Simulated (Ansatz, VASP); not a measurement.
**MoS2 in VASP and in Ansatz**

```xyz
3
Lattice="3.1383 0.0000 0.0000 -1.5691 2.7178 0.0000 0.0000 0.0000 6.1484" Properties=species:S:1:pos:R:3 pbc="T T T"
Mo    0.0000    0.0000    3.0742
S     0.0000    1.8119    1.4861
S     1.5691    0.9059    4.6623
```

Alike in both runs: functional PBEsol; k mesh 15 × 15 × 7; no spin polarisation.

Ansatz relaxed the structure, and its values are those at the end. VASP's run is a single point on that final structure, the one shown.

```csv
,VASP,Ansatz
version,VASP 6.6.1,Ansatz 0.2.0
potentials or method,"VASP PAW PBE potentials, release 64 (Mo_sv, S)","plane waves, PAW"
plane-wave cutoff (eV),520,420
occupations,"methfessel-paxton of order 1, width 0.1 eV",cold
valence electrons in the cell,26,26
```

```csv
,VASP,Ansatz,Ansatz less VASP
pressure (GPa),0.0,0.0,-0.01
```

VASP's potentials were made for PBE, not for PBEsol.
